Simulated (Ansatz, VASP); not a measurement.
Mo: VASP beside Ansatz

INCAR

```
SYSTEM = Mo
ALGO = Normal ; EDIFF = 1E-7
ENCUT = 520 ; ISIF = 2
ISMEAR = 0 ; LASPH = .True.
LCHARG = .False. ; LREAL = .False.
LWAVE = .False. ; NBANDS = 13
NELM = 80 ; PREC = Accurate
SIGMA = 0.1
```

KPOINTS

```
k-points
0
Gamma
  14 14 14
  0 0 0
```

The input POSCAR:

```
Mo
1.0
   -1.5565618036      1.5565618036      1.5565618036
    1.5565618036     -1.5565618036      1.5565618036
    1.5565618036      1.5565618036     -1.5565618036
Mo
1
Direct
    0.0000000000      0.0000000000      0.0000000000
```

Input for Ansatz:

```yaml
crystal:
  lattice:
    - [-1.5565618036, 1.5565618036, 1.5565618036]
    - [1.5565618036, -1.5565618036, 1.5565618036]
    - [1.5565618036, 1.5565618036, -1.5565618036]
  atoms:
    - { symbol: Mo, position: [0.0, 0.0, 0.0] }
hamiltonian:
  xc: lda
  pseudopotentials:
    kind: paw
    azcp:
      Mo: "pseudopotentials/Mo.paw.azcp"
basis:
  ecutwfc: 420
  fft_grid_basis: typed
kpoints:
  mp_grid: { grid: [14, 14, 14], shift: [0, 0, 0] }
magnetization:
  spin_polarized: false
scf:
  occupations: { method: gaussian, width: 0.1 }
  lower_state_search: "off"
output:
  stress: true
```

Alike in both runs: task single point; functional LDA; k mesh 14 × 14 × 14; occupations gaussian, width 0.1 eV; no spin polarisation.

```csv
,VASP,Ansatz
version,VASP 6.6.1,Ansatz 0.2.0
potentials or method,"VASP PAW LDA potentials, release 64 (Mo_sv), cutoff 520 eV","plane waves (420 eV) with PAW, scalar-relativistic"
valence electrons in the cell,14,14
```

|  | VASP | Ansatz | Ansatz less VASP |
| --- | --- | --- | --- |
| pressure (GPa) | 1.4 | 0.2 | -1.20 |

Ansatz warns that its potentials were made for another functional, while VASP's fit it. LDA's correlation is that of Perdew and Zunger in VASP and of Perdew and Wang (1992) in Ansatz.
